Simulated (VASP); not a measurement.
Runs of VASP 6.6.1 on Ir. The structure is that of space group P6_3/mmc (No. 194), or close to it. The cells are those of the table. This isn't the form of Ir at room conditions, which is fcc.

| task | cell | k mesh | smearing | gap on the mesh (eV) | pressure (GPa) |
| --- | --- | --- | --- | --- | --- |
| single point | a = 2.751, b = 2.751, c = 4.462 Å, angles 90.0, 90.0, 120.0°, 2 atoms | 9 × 9 × 4 | gaussian 0.1 eV | none | -19.0 |
| relaxation of cell and atoms | relaxed from a = 2.751, b = 2.751, c = 4.462 Å, angles 90.0, 90.0, 120.0°, 2 atoms | 9 × 9 × 4 | gaussian 0.1 eV | none | 0.0 |
| single point | a = 2.705, b = 2.705, c = 4.386 Å, angles 90.0, 90.0, 120.0°, 2 atoms | 18 × 18 × 10 | gaussian 0.1 eV | none | -0.4 |
| single point | a = 2.705, b = 2.705, c = 4.386 Å, angles 90.0, 90.0, 120.0°, 2 atoms | 18 × 18 × 10 | gaussian 0.15 eV | none | (a) |

Alike in all rows: level LDA; potentials or basis VASP PAW LDA potentials, release 64 (Ir_sv_GW); no spin polarisation; cutoff (eV) 560.

Question: Fill in the values left out.

Answer: (a) -0.3.

Caveats: spin-orbit coupling is left out, which moves the levels of the heavy elements; the cell stands under tension (at least some runs).

A k mesh can miss the band edges, and the runs leave out spin-orbit coupling on Ir.

A gap of «none» marks levels without a gap at the run's occupations.
